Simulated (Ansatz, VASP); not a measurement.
## TiO2 in VASP and in Ansatz

File POSCAR:

```
TiO2
1.0
    5.5813635776     -0.0070589578      0.0118624167
   -2.7967950256      4.8716767209     -0.0423199911
    0.0129250400     -0.0457820900      6.0872909963
Ti O
3 6
Direct
    0.4455893089      0.0134466700      0.3134093801
    0.0254665415      0.4561706956      0.6663130828
    0.5280817638      0.5218499540     -0.0089989340
    0.4120120383      0.2786434668      0.2158200284
    0.7333470949      0.1554482030      0.5958736043
    0.8720631383      0.5996357739      0.8775048615
    0.2669637061      0.4260448870      0.7666272629
    0.1566537795      0.7214750561      0.4563166086
    0.5598226286      0.8272852934      0.1171341054
```

File INCAR.step1:

```
SYSTEM = TiO2
  ALGO = Normal
  EDIFF = 1E-4
  ENCUT = 520
  GGA = PE
  ISMEAR = 0
  LASPH = .True.
  LCHARG = .False.
  LREAL = .False.
  LWAVE = .True.
  NBANDS = 46
  NELM = 60
  PREC = Accurate
  SIGMA = 0.05
```

The input INCAR.step2:

```
SYSTEM = TiO2
  ALGO = Normal
  EDIFF = 1E-7
  ENCUT = 520
  ISIF = 2
  ISMEAR = 0
  ISTART = 1
  LASPH = .True.
  LCHARG = .False.
  LMIXTAU = .True.
  LREAL = .False.
  LWAVE = .False.
  METAGGA = R2SCAN
  NBANDS = 46
  NELM = 60
  PREC = Accurate
  SIGMA = 0.05
```

Contents of KPOINTS:

```
k-points
0
Gamma
  6 6 4
  0 0 0
```

Input for Ansatz:

```yaml
crystal:
  lattice:
    - [5.5813635776, -0.0070589578, 0.0118624167]
    - [-2.7967950256, 4.8716767209, -0.0423199911]
    - [0.01292504, -0.04578209, 6.0872909963]
  atoms:
    - { symbol: Ti, position: [0.4455893089, 0.01344667, 0.3134093801] }
    - { symbol: Ti, position: [0.0254665415, 0.4561706956, 0.6663130828] }
    - { symbol: Ti, position: [0.5280817638, 0.521849954, -0.008998934] }
    - { symbol: O, position: [0.4120120383, 0.2786434668, 0.2158200284] }
    - { symbol: O, position: [0.7333470949, 0.155448203, 0.5958736043] }
    - { symbol: O, position: [0.8720631383, 0.5996357739, 0.8775048615] }
    - { symbol: O, position: [0.2669637061, 0.426044887, 0.7666272629] }
    - { symbol: O, position: [0.1566537795, 0.7214750561, 0.4563166086] }
    - { symbol: O, position: [0.5598226286, 0.8272852934, 0.1171341054] }
basis:
  ecutwfc: 500
kpoints:
  mp_grid: { grid: [6, 6, 4] }
hamiltonian:
  xc: r2scan
scf:
  occupations: { method: gaussian, width: 0.05 }
output:
  forces: true
  stress: true
  eigenvalues: true
```

Change from the starting cell: all atoms moved at random (sigma 0.1 Å a component), cell strained at random (sigma 0.01).

Alike in both runs: task single point; functional r2SCAN; k mesh 6 × 6 × 4; occupations gaussian, width 0.05 eV; no spin polarisation.

|  | VASP | Ansatz |
| --- | --- | --- |
| version | VASP 6.6.1 | Ansatz 0.2.0 |
| potentials or method | VASP PAW PBE potentials, release 64 (Ti_sv, O), cutoff 520 eV | scalar-relativistic, plane waves, PAW |
| valence electrons in the cell | 72 | 72 |

|  | VASP | Ansatz | Ansatz less VASP |
| --- | --- | --- | --- |
| gap on the k mesh at the Fermi level (eV) | 3.07 | 3.07 | -0.002 |
| least direct gap on the mesh (eV) | 3.10 | 3.10 | -0.002 |
| pressure (GPa) | 2.7 | 1.8 | -0.91 |
| traceless stress, the component that is largest in VASP (GPa) | 8.22 | 7.89 | -0.335 |
| rms of the force components (eV/Å) | 3.599 | 3.446 | -0.1526 |

VASP's potentials were made for PBE, not for r2SCAN. Atom by atom the forces differ by 0.171 eV/Å (rms over components).
